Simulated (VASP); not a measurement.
Crystal: HfSiO4.

```
CELL_PARAMETERS angstrom
3.35435 -3.35435 0.00000
3.35435 3.35435 0.00000
0.00000 0.00000 3.15896
ATOMIC_POSITIONS crystal
Hf 0.50000 0.50000 0.50000
Si 0.00000 0.00000 0.00000
O 0.19496 0.19496 0.50000
O 0.69496 0.30504 0.00000
O 0.30504 0.69496 0.00000
O 0.80504 0.80504 0.50000
```

| Item | Value |
| --- | --- |
| Program | VASP 6.6.1 |
| Task | relaxation of cell and atoms |
| Functional | PBE |
| Potentials or basis | VASP PAW PBE potentials, release 64 (Hf_pv, Si, O) |
| Cutoff | 600 eV |
| k mesh | 4 × 4 × 6 |
| Occupations | gaussian, width 0.1 eV |
| Spin | no spin polarisation |

At the start: pressure -16.4 GPa; volume 11.85 Å³/atom.

Where does the relaxation end?

Over 8 steps the energy falls by 289.6 meV/atom and the volume is 10.35 Å³/atom (-12.6 %); space group Cmmm (No. 65, to 0.05 Å).

The path:
| step | energy change (eV) | largest force (eV/Å) | pressure (GPa) | volume (Å³) |
| --- | --- | --- | --- | --- |
| 1 | 0.0000 | 3.6822 | -16.42 | 71.09 |
| 2 | -1.3905 | 2.2789 | 16.82 | 59.24 |
| 3 | -1.6151 | 1.8375 | 3.42 | 62.03 |
| 4 | -1.6155 | 1.7834 | 4.10 | 61.86 |
| 5 | -1.6239 | 1.6307 | -4.35 | 62.92 |
| 6 | -1.7157 | 0.7849 | -0.85 | 62.39 |
| 7 | -1.7364 | 0.2135 | -0.18 | 62.06 |
| 8 | -1.7378 | 0.0139 | -0.36 | 62.12 |

Final structure:
```
Hf Si O
1.0
     3.28078   -3.18709    0.00000
     3.28078    3.18709    0.00000
     0.00000    0.00000    2.97069
Hf Si O
1 1 4
Direct
  0.50000 0.50000 0.50000
  0.00000 0.00000 0.00000
  0.17870 0.17870 0.50000
  0.72046 0.27954 0.00000
  0.27954 0.72046 0.00000
  0.82130 0.82130 0.50000
```
